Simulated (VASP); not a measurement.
Input of a VASP 6.6.1 run:

INCAR

```
SYSTEM = InGa3As4
ALGO = Normal
EDIFF = 1E-6
ENCUT = 520
GGA = PE
ISIF = 2
ISMEAR = 0
LASPH = .TRUE.
LCHARG = .FALSE.
LREAL = .FALSE.
LWAVE = .FALSE.
NBANDS = 46
NELM = 60
PREC = Accurate
SIGMA = 0.1
```

The input KPOINTS:

```
k-points
0
G
  4 4 4
  0 0 0
```

File POSCAR:

```
InGa3As4
1.0
   -2.9291993000      2.9291993000      5.8477107000
    2.9291993000     -2.9291993000      5.8477107000
    2.9291993000      2.9291993000     -5.8477107000
In Ga As
1 3 4
Direct
    0.0000000000      0.0000000000      0.0000000000
    0.7500000000      0.2500000000      0.5000000000
    0.5000000000      0.5000000000      0.0000000000
    0.2500000000      0.7500000000      0.5000000000
    0.3919820000      0.3919820000      0.5244880000
    0.1325060000      0.6080180000      0.0000000000
    0.8674940000      0.8674940000      0.4755120000
    0.6080180000      0.1325060000      0.0000000000
```

Potentials or basis: VASP PAW PBE potentials, release 64 (In_d, Ga_d, As).

Command:

```bash
$ cat potpaw_PBE.64/In_d/POTCAR potpaw_PBE.64/Ga_d/POTCAR potpaw_PBE.64/As/POTCAR > POTCAR
$ mpirun -np 1 vasp_std > vasp.out
```

Task: Estimate the largest force.

Result: 0.004 eV/Å.

Task: Estimate the pressure.

Result: 0.2 GPa.

Task: Estimate the band gap on the k mesh.

Result: Zero (filled and empty bands touch).

Forces in eV/Å, atoms in the order of the input:
```
In   0.000  0.000  0.000
Ga   0.000  0.000  0.000
Ga   0.000  0.000  0.000
Ga   0.000  0.000  0.000
As  -0.002 -0.002 -0.003
As   0.002 -0.002  0.003
As   0.002  0.002 -0.003
As  -0.002  0.002  0.003
```

Caveat: the k points lie up to 0.38 Å⁻¹ apart; spin-orbit coupling is left out, which moves the levels of the heavy elements.
